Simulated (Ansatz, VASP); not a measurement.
Re: VASP beside Ansatz

```
Re
1.0
     2.59420    0.00000    0.00000
    -1.29710    2.24664    0.00000
     0.00000    0.00000    4.14808
Re
2
Direct
  0.33333 0.66667 0.25000
  0.66667 0.33333 0.75000
```

Change from the starting cell: volume scaled by 0.99, crystal datasets.

Alike in both runs: task electric field gradients; functional PBE; k mesh 14 × 14 × 8; occupations fermi-dirac, width 0.05 eV; no spin polarisation.

|  | VASP | Ansatz |
| --- | --- | --- |
| version | VASP 6.6.1 | Ansatz 0.2.0 |
| potentials or method | VASP PAW PBE potentials, release 64 (Re), cutoff 520 eV | all-electron PAW with datasets made for the crystal, scalar-relativistic |

|  | VASP | Ansatz | Ansatz less VASP |
| --- | --- | --- | --- |
| pressure (GPa) | 125.3 | 122.3 | -3.01 |
| traceless stress, the component that is largest in VASP (GPa) | 5.61 | 5.68 | +0.066 |
| size of Vzz on the site where it differs most (V/Å²) | 106.6 | 82.9 | -23.75 |

Both programs put the cell under a high pressure, so it lies far from rest at this level. Ansatz ran all-electron here, and VASP with PAW potentials.

Neither program's run includes spin-orbit coupling. Noted on VASP's run: the cell as given lies far from equilibrium.
